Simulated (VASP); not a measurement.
# K3TbTe2 (P4/mmm) in VASP: relaxation of cell and atoms with PBE

Aim: the relaxation of cell and atoms of K3TbTe2 with PBE.

All numbers are computed with VASP 6.6.1; they aren't measurements. Logs are shortened: lines on timing, memory, paths and dates and some standing lists are left out, and cuts for length are marked.

**1. The cell of the first run**

It takes space group P4/mmm (No. 123, tetragonal). Conventional cell: a = 4.758 Å, b = 4.758 Å, c = 11.119 Å, α = 90.00°, β = 90.00°, γ = 90.00°. K (site symmetry 4mm) has 2 K at 3.44 to 4.23 Å and 4 Te at 3.48 Å and 4 Tb at 3.97 Å within 4.5 Å. Within 4.5 Å of K (site symmetry 4/mmm) lie 2 K at 3.44 Å and 8 Te at 4.22 Å. Within 4.0 Å of Tb (site symmetry 4/mmm) lie 2 Te at 3.01 Å and 8 K at 3.97 Å. Within 4.0 Å of Te (site symmetry 4mm) lie 1 Tb at 3.01 Å and 4 K at 3.48 Å.

The cell was generated, and may not be a known phase.

**2. Relaxation of cell and atoms, PBE**

File INCAR:

```
PREC     = Accurate       # precision mode
ENCUT    = 500            # plane-wave cutoff, eV
EDIFF    = 1E-7           # SCF threshold, eV
ISMEAR   = 0              # smearing method
SIGMA    = 0.1            # smearing width, eV
LREAL    = F              # projectors in reciprocal space
LASPH    = T              # aspherical terms in the spheres
NELM     = 200            # most SCF steps
ALGO     = Normal         # electronic algorithm
ISIF     = 3              # what is computed and relaxed
LWAVE    = F              # write WAVECAR
LCHARG   = F              # write CHGCAR
GGA      = PE             # functional
IBRION   = 2              # ionic algorithm
NSW      = 100            # ionic steps
EDIFFG   = -0.01          # ionic threshold
GGA_COMPAT= F            
NELMIN   = 4            
LMAXMIX  = 6              # l up to which the mixer works
```

File KPOINTS:

```
regular mesh
0
Gamma
  8 8 4
```

File POSCAR:

```
K3TbTe2
1.0
    4.7577878262      0.0000000000      0.0000000000
    0.0000000000      4.7577878262      0.0000000000
    0.0000000000      0.0000000000     11.1189899292
K Tb Te
3 1 2
Direct
    0.5000000000      0.5000000000      0.1903163692
    0.5000000000      0.5000000000      0.5000000000
    0.5000000000      0.5000000000      0.8096836308
    0.0000000000      0.0000000000      0.0000000000
    0.0000000000      0.0000000000      0.2704159556
    0.0000000000      0.0000000000      0.7295840444
```

Potentials or basis: VASP PAW PBE potentials, release 64 (K_sv, Tb_3, Te), 4f in core.

Command:

```bash
$ cat potpaw_PBE.64/K_sv/POTCAR potpaw_PBE.64/Tb_3/POTCAR potpaw_PBE.64/Te/POTCAR > POTCAR
$ mpirun -np 1 vasp_std > vasp.out
```

OUTCAR:

```text
PREC = Accurate
   ENCUT = 500
   EDIFF = 1E-7
   ISMEAR = 0
   LREAL = F
   LASPH = T
   NELM = 200
   ISIF = 3
   GGA = PE
   IBRION = 2
   NSW = 100
   EDIFFG = -0.01
   NELMIN = 4

 ion  position               nearest neighbor table
   1  0.500  0.500  0.190-   2 3.44   5 3.48   5 3.48   5 3.48   5 3.48
   2  0.500  0.500  0.500-   1 3.44   3 3.44
   3  0.500  0.500  0.810-   2 3.44   6 3.48   6 3.48   6 3.48   6 3.48
   4  0.000  0.000  0.000-   5 3.01   6 3.01
   5  0.000  0.000  0.270-   4 3.01   1 3.48   1 3.48   1 3.48   1 3.48
   6  0.000  0.000  0.730-   4 3.01   3 3.48   3 3.48   3 3.48   3 3.48

  LATTYP: Found a simple tetragonal cell.
 ALAT       =     4.7577878262
 C/A-ratio  =     2.3370083609

  Lattice vectors:

 A1 = (   4.7577878262,   0.0000000000,   0.0000000000)
 A2 = (   0.0000000000,   4.7577878262,   0.0000000000)
 A3 = (   0.0000000000,   0.0000000000,  11.1189899292)

Analysis of symmetry for initial positions (statically):
=====================================================================
 Subroutine PRICEL returns:
 Original cell was already a primitive cell.

 Routine SETGRP: Setting up the symmetry group for a
 simple tetragonal supercell.

 Subroutine GETGRP returns: Found 16 space group operations
 (whereof 16 operations were pure point group operations)
 out of a pool of 16 trial point group operations.

The static configuration has the point symmetry D_4h.

Analysis of symmetry for dynamics (positions and initial velocities):
=====================================================================
 Subroutine PRICEL returns:
 Original cell was already a primitive cell.

 Routine SETGRP: Setting up the symmetry group for a
 simple tetragonal supercell.

 Subroutine GETGRP returns: Found 16 space group operations
 (whereof 16 operations were pure point group operations)
 out of a pool of 16 trial point group operations.

The dynamic configuration has the point symmetry D_4h.

 Subroutine INISYM returns: Found 16 space group operations
 (whereof 16 operations are pure point group operations),
 and found     1 'primitive' translations

----------------------------------------------------------------------------------------

                                     Primitive cell

  volume of cell :     251.6955

  direct lattice vectors                    reciprocal lattice vectors
     4.757787826  0.000000000  0.000000000     0.210181714  0.000000000  0.000000000
     0.000000000  4.757787826  0.000000000     0.000000000  0.210181714  0.000000000
     0.000000000  0.000000000 11.118989929     0.000000000  0.000000000  0.089936227

  length of vectors
     4.757787826  4.757787826 11.118989929     0.210181714  0.210181714  0.089936227

  position of ions in fractional coordinates (direct lattice)
     0.500000000  0.500000000  0.190316369
     0.500000000  0.500000000  0.500000000
     0.500000000  0.500000000  0.809683631
     0.000000000  0.000000000  0.000000000
     0.000000000  0.000000000  0.270415956
     0.000000000  0.000000000  0.729584044

  ion indices of the primitive-cell ions
   primitive index   ion index
                 1           1
                 2           2
                 3           3
                 4           4
                 5           5
                 6           6

----------------------------------------------------------------------------------------

 KPOINTS: regular mesh

Automatic generation of k-mesh.
 Grid dimensions read from file:
 generate k-points for:    8    8    4

 Generating k-lattice:

  Cartesian coordinates                     Fractional coordinates (reciprocal lattice)
     0.026272714  0.000000000  0.000000000     0.125000000  0.000000000  0.000000000
     0.000000000  0.026272714  0.000000000     0.000000000  0.125000000  0.000000000
     0.000000000  0.000000000  0.022484057     0.000000000  0.000000000  0.250000000

  Length of vectors
     0.026272714  0.026272714  0.022484057

  Shift w.r.t. Gamma in fractional coordinates (k-lattice)
     0.000000000  0.000000000  0.000000000

 Subroutine IBZKPT returns following result:
 ===========================================

 Found     45 irreducible k-points:

 Following reciprocal coordinates:
            Coordinates               Weight
  0.000000  0.000000  0.000000      1.000000
  0.125000  0.000000  0.000000      4.000000
  0.250000  0.000000  0.000000      4.000000
  0.375000  0.000000  0.000000      4.000000
  0.500000  0.000000  0.000000      2.000000
  0.125000  0.125000  0.000000      4.000000
[... 16 lines left out ...]
  0.375000  0.125000  0.250000     16.000000
  0.500000  0.125000  0.250000      8.000000
 [... further k-points ...]
   k-points           NKPTS =     45   k-points in BZ     NKDIM =     45   number of bands    NBANDS=     28
   number of dos      NEDOS =    301   number of ions     NIONS =      6
   total plane-waves  NPLWV = 108864
   dimension x,y,z NGX =    36 NGY =   36 NGZ =   84
   dimension x,y,z NGXF=    72 NGYF=   72 NGZF=  168
   ions per type =               3   1   2
   NGX,Y,Z   is equivalent  to a cutoff of  12.58, 12.58, 12.56 a.u.
   NGXF,Y,Z  is equivalent  to a cutoff of  25.16, 25.16, 25.12 a.u.
 SYSTEM =  unknown system
   PREC   = accura    normal or accurate (medium, high low for compatibility)
   ISTART =      0    job   : 0-new  1-cont  2-samecut
   ICHARG =      2    charge: 1-file 2-atom 10-const
   ISPIN  =      1    spin polarized calculation?
   LNONCOLLINEAR =      F non collinear calculations
   LSORBIT =      F    spin-orbit coupling
   LASPH  =      T    aspherical Exc in radial PAW
   ENCUT  =  500.0 eV  36.75 Ry    6.06 a.u.   8.67  8.67 20.27*2*pi/ulx,y,z
   NELM   =    200;   NELMIN=  4; NELMDL= -5     # of ELM steps
   EDIFF  = 0.1E-06   stopping-criterion for ELM
   LREAL  =      F    real-space projection
   EDIFFG = -.1E-01   stopping-criterion for IOM
   NSW    =    100    number of steps for IOM
   IBRION =      2    ionic relax: 0-MD 1-quasi-New 2-CG
   NFREE  =      1    steps in history (QN), initial steepest desc. (CG)
   ISIF   =      3    stress and relaxation
   ISYM   =      2    0-nonsym 1-usesym 2-fastsym
   POTIM  = 0.5000    time-step for ionic-motion
   TEBEG  =    0.0;   TEEND  =   0.0 temperature during run
   PSTRESS=    0.0 pullay stress
   NELECT =      48.0000    total number of electrons
   NUPDOWN=      -1.0000    fix difference up-down
   EMIN   =  10.00;   EMAX   =-10.00  energy-range for DOS
   EFERMI =   0.00;   METHOD = LEGACY
   ISMEAR =     0;   SIGMA  =   0.10  broadening in eV -4-tet -1-fermi 0-gaus
   EFERMI_NEDOS =   21; number of points for ismear=-14 and -15
   IALGO  =     38    algorithm
   IMIX   =      4    mixing-type and parameters
     AMIX     =   0.40;   BMIX     =  1.00
     AMIX_MAG =   1.60;   BMIX_MAG =  1.00
  volume/ion in A,a.u.               =      41.95       283.09
  Fermi-wavevector in a.u.,A,eV,Ry     =   0.942316  1.780720 12.081432  0.887960
  Thomas-Fermi vector in A             =   2.069914
   LORBIT       =      0    0 simple, 1 ext, 2 COOP (PROOUT), +10 PAW based schemes
   GGA     = PE    functional components
   LHFCALC =     F    Hartree Fock is set to
   AEXX    =    0.0000 exact exchange contribution
   IVDW    =     0    specifies the selected vdW correction
   LEPSILON=     F    determine dielectric tensor
   LRPA    =     F    only Hartree local field effects (RPA)
 conjugate gradient relaxation of ions
 non-spin polarized calculation
 Gauss-broadening in eV      SIGMA  =   0.10
  energy-cutoff  :      500.00
  volume of cell :      251.70
 maximum number of plane-waves:      6432
 NGX is ok and might be reduce to    36
   NGX = 17   NGY = 17   NGZ = 41

--------------------------------------- Ionic step        1  -------------------------------------------

 number of electron      47.9999990 magnetization

 Free energy of the ion-electron system (eV)
  ---------------------------------------------------
  ext. energy  EPLUGINS =         0.00000000
  ---------------------------------------------------
  free energy    TOTEN  =       -17.83026436 eV

  energy without entropy =      -17.82157836  energy(sigma->0) =      -17.82592136

------------------------ aborting loop because EDIFF is reached ----------------------------------------

  FORCE on cell =-STRESS in cart. coord.  units (eV):
  Direction    XX          YY          ZZ          XY          YZ          ZX
  --------------------------------------------------------------------------------------
  -------------------------------------------------------------------------------------
  Total        0.4667548      0.4667548      0.3035366      0.0000000     -0.0000000     -0.0000000
  in kB        2.9711452      2.9711452      1.9321740      0.0000000     -0.0000000     -0.0000000
  external PRESSURE =       2.6248215 kB  Pullay stress =       0.0000000 kB
[... 225 lines left out ...]
  energy  without entropy=      -17.8260507130  energy(sigma->0) =      -17.83015050

--------------------------------------- Ionic step        7  -------------------------------------------

 number of electron      47.9999996 magnetization

 Free energy of the ion-electron system (eV)
  ---------------------------------------------------
  ext. energy  EPLUGINS =         0.00000000
  ---------------------------------------------------
  free energy    TOTEN  =       -17.83441893 eV

  energy without entropy =      -17.82621319  energy(sigma->0) =      -17.83031606

 E-fermi :   1.9943     XC(G=0):  -7.5275

 val. band max:        1.9832777386   @ k =   0.0000   0.0000   0.5000
 cond. band min:       2.0762112269   @ k =   0.1250   0.0000   0.0000
 fundamental gap:      0.0929334883
 Fermi energy:         1.9943421093

 k-point     1 :       0.0000    0.0000    0.0000
  band No.  band energies     occupation
      1     -30.3236      2.00000
      2     -28.8366      2.00000
      3     -28.8343      2.00000
      4     -21.9242      2.00000
      5     -21.9242      2.00000
      6     -21.6697      2.00000
[... 733 lines left out ...]
     27       3.0908      0.00000
     28       3.8683      0.00000

 [... further k-points ...]

------------------------ aborting loop because EDIFF is reached ----------------------------------------

  FORCE on cell =-STRESS in cart. coord.  units (eV):
  Direction    XX          YY          ZZ          XY          YZ          ZX
  --------------------------------------------------------------------------------------
  -------------------------------------------------------------------------------------
  Total        0.0102981      0.0102981      0.0479851      0.0000000      0.0000000      0.0000000
  in kB        0.0644106      0.0644106      0.3001284      0.0000000      0.0000000      0.0000000
  external PRESSURE =       0.1429832 kB  Pullay stress =       0.0000000 kB
[... 21 lines left out ...]
  FREE ENERGIE OF THE ION-ELECTRON SYSTEM (eV)
  ---------------------------------------------------
  free  energy   TOTEN  =       -17.8344189314 eV

  energy  without entropy=      -17.8262131932  energy(sigma->0) =      -17.83031606

 reached required accuracy - stopping structural energy minimisation
```

Run time: 10 min. Hardware: 1 thread of Intel Xeon 6975P-C (Granite Rapids), shared host; peak memory 0.55 GiB.

What came out:

| Property | Result |
| --- | --- |
| Free energy | -17.8344 eV |
| Relaxed volume | 42.69 Å³/atom |
| Relaxed cell | a = 4.792 Å, b = 4.792 Å, c = 11.156 Å, α = 90.00°, β = 90.00°, γ = 90.00° |
| Space group after relaxing (to 0.1 Å) | P4/mmm (No. 123) |
| Energy gained by relaxing | 0.7 meV/atom |
| Ionic steps | 7 |
| Pressure after relaxing | 0.0 GPa |
| Largest force after relaxing | 0.006 eV/Å |
| Band gap on the k mesh | 0.01 eV (least direct gap 0.14 eV) |

Forces in eV/Å, atoms in the order of the input:
```
K    0.000  0.000  0.006
K    0.000  0.000  0.000
K    0.000  0.000 -0.006
Tb   0.000  0.000  0.000
Te   0.000  0.000 -0.003
Te   0.000  0.000  0.003
```

Step by step:
```
step  energy change (eV)  largest force (eV/Å)  pressure (GPa)  volume (Å³)
   1              0.0000                0.0301            0.26       251.70
   2             -0.0029                0.0307            0.08       254.21
   3             -0.0033                0.0572           -0.02       255.61
   4             -0.0039                0.0253           -0.01       256.03
   5             -0.0039                0.0179            0.00       256.12
   6             -0.0040                0.0145            0.00       256.13
   7             -0.0042                0.0063            0.01       256.16
```

Final structure:
```xyz
6
Lattice="4.7919 0.0000 0.0000 0.0000 4.7919 0.0000 0.0000 0.0000 11.1556" Properties=species:S:1:pos:R:3 pbc="T T T"
K     2.3959    2.3959    2.1316
K     2.3959    2.3959    5.5778
K     2.3959    2.3959    9.0240
Tb    4.7919    0.0000    0.0000
Te    4.7919    0.0000    3.0097
Te    0.0000    0.0000    8.1459
```

Caveat: the smearing spreads over this small gap; spin-orbit coupling is left out, which moves the levels of the heavy elements; the 4f electrons are frozen in the core, so they carry no moment and show no levels. Spin polarisation is off, so any magnetic state and its effect on volume and gap are missing.

The gap in the log of VASP goes by the Fermi energy; the results here count the filled bands.